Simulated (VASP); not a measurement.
Here is a VASP 6.6.1 calculation.

Contents of INCAR:

```
SYSTEM = ZrAg3
PREC     = Accurate       ! precision mode
ENCUT    = 520            ! plane-wave cutoff, eV
EDIFF    = 1E-6           ! SCF threshold, eV
ISMEAR   = 0              ! smearing method
SIGMA    = 0.05           ! smearing width, eV
LREAL    = .FALSE.        ! projectors in reciprocal space
LASPH    = .TRUE.         ! aspherical terms in the spheres
NELM     = 100            ! most SCF steps
ALGO     = Normal         ! electronic algorithm
ISIF     = 2              ! what is computed and relaxed
LWAVE    = .FALSE.        ! write WAVECAR
LCHARG   = .FALSE.        ! write CHGCAR
GGA      = PE             ! functional
NBANDS   = 30             ! bands
```

Contents of KPOINTS:

```
Automatic mesh
0
G
  8 8 8
  0 0 0
```

Contents of POSCAR:

```
ZrAg3
1.0
    4.1607453669      0.0000000000      0.0000000000
    0.0000000000      4.1607453669      0.0000000000
    0.0000000000      0.0000000000      4.1607453669
Zr Ag
1 3
Direct
    0.0000000000      0.0000000000      0.0000000000
    0.0000000000      0.5000000000      0.5000000000
    0.5000000000      0.5000000000      0.0000000000
    0.5000000000      0.0000000000      0.5000000000
```

Potentials or basis: VASP PAW PBE potentials, release 64 (Zr_sv, Ag).

Launch:

```console
$ cat potpaw_PBE.64/Zr_sv/POTCAR potpaw_PBE.64/Ag/POTCAR > POTCAR
$ mpirun -np 1 vasp_std > vasp.out
```

(1) Predict the pressure.

(2) Estimate the band gap on the k mesh.

Results:

(1) 9.1 GPa.

(2) zero (an odd number of electrons rules out a gap without spin polarisation).

Caveat: the cell stands under pressure.
